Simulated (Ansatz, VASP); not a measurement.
Two plane-wave programs on ZnS

Contents of INCAR:

```
SYSTEM = ZnS
ALGO = Normal
EDIFF = 1E-6
ENCUT = 520
GGA = PE
ISIF = 2
ISMEAR = 0
LASPH = .True.
LCHARG = .False.
LREAL = .False.
LWAVE = .False.
NBANDS = 46
NELM = 80
PREC = Accurate
SIGMA = 0.05
```

File KPOINTS:

```
k-points
0
Gamma
  8 8 2
  0 0 0
```

The input POSCAR:

```
ZnS
1.0
   -3.8454929872      0.0000000000      0.0000000000
   -1.9227464936     -3.3302946170      0.0000000000
   -2.4036253917     -1.3877337669     12.6106666151
Zn S
4 4
Direct
    0.0598281650      0.0598281650      0.6563598951
    0.2681781650      0.2681781650      0.1563598951
    0.2889864984      0.2889864984      0.9063598951
    0.4973364984      0.4973364984      0.4063598951
   -0.0182114984     -0.0182114984      0.8436401049
    0.1901385016      0.1901385016      0.3436401049
    0.6276468350      0.6276468350      0.0936401049
    0.4192968350      0.4192968350      0.5936401049
```

Input for Ansatz:

```yaml
crystal:
  lattice:
    - [-3.8454929872, 0.0, 0.0]
    - [-1.9227464936, -3.330294617, 0.0]
    - [-2.4036253917, -1.3877337669, 12.6106666151]
  atoms:
    - { symbol: Zn, position: [0.059828165, 0.059828165, 0.6563598951] }
    - { symbol: Zn, position: [0.268178165, 0.268178165, 0.1563598951] }
    - { symbol: Zn, position: [0.2889864984, 0.2889864984, 0.9063598951] }
    - { symbol: Zn, position: [0.4973364984, 0.4973364984, 0.4063598951] }
    - { symbol: S, position: [-0.0182114984, -0.0182114984, 0.8436401049] }
    - { symbol: S, position: [0.1901385016, 0.1901385016, 0.3436401049] }
    - { symbol: S, position: [0.627646835, 0.627646835, 0.0936401049] }
    - { symbol: S, position: [0.419296835, 0.419296835, 0.5936401049] }
basis:
  ecutwfc: 420
kpoints:
  mp_grid: { grid: [8, 8, 2] }
hamiltonian:
  xc: pbe
scf:
  occupations: { method: gaussian, width: 0.05 }
output:
  forces: true
  stress: true
  eigenvalues: true
```

Alike in both runs: task single point; functional PBE; k mesh 8 × 8 × 2; occupations gaussian, width 0.05 eV; no spin polarisation.

|  | VASP | Ansatz |
| --- | --- | --- |
| version | VASP 6.6.1 | Ansatz 0.2.0 |
| potentials or method | VASP PAW PBE potentials, release 64 (Zn, S), cutoff 520 eV | scalar-relativistic, plane waves, PAW |
| valence electrons in the cell | 72 | 72 |

```csv
,VASP,Ansatz,Ansatz less VASP
gap on the k mesh at the Fermi level (eV),1.47,1.47,+0.002
least direct gap on the mesh (eV),1.47,1.47,+0.002
pressure (GPa),-0.6,-0.7,-0.12
"traceless stress, the component that is largest in VASP (GPa)",0.75,0.77,+0.019
rms of the force components (eV/Å),0.144,0.142,-0.0024
```

Atom by atom the forces differ by 0.004 eV/Å (rms over components).
